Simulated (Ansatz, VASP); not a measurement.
## AlCu5: VASP beside Ansatz

```
CELL_PARAMETERS angstrom
4.48974 0.00000 0.00000
-2.24487 3.88823 0.00000
0.00000 0.00000 4.23406
ATOMIC_POSITIONS crystal
Al 0.00000 0.00000 0.50000
Cu 0.66587 0.00000 0.00000
Cu 0.00000 0.66587 0.00000
Cu 0.33413 0.33413 0.00000
Cu 0.33333 0.66667 0.50000
Cu 0.66667 0.33333 0.50000
```

Change from the starting cell: species swapped into the Hf5Sc type (P-62m, No. 189).

Alike in both runs: functional PBE; k mesh 12 × 12 × 10; occupations gaussian, width 0.1 eV; no spin polarisation.

Ansatz relaxed the structure, and its values are those at the end. VASP's run is a single point on that final structure, the one shown.

|  | VASP | Ansatz |
| --- | --- | --- |
| version | VASP 6.6.1 | Ansatz 0.2.0 |
| potentials or method | VASP PAW PBE potentials, release 64 (Al, Cu), cutoff 520 eV | scalar-relativistic, plane waves, PAW |
| valence electrons in the cell | 58 | 98 |

Ansatz gave:

| Quantity | Value |
| --- | --- |
| gap on the k mesh at the Fermi level (eV) | none |
| pressure (GPa) | 0.0 |

Task: Which values does VASP return?

Result: gap on the k mesh at the Fermi level (eV): none; pressure (GPa): 0.4.

A gap of «none» marks a metal or a gap that the smearing closes. VASP's potentials hold 58 valence electrons a cell and Ansatz's 98, so a difference there can come from the potentials and not from the codes.
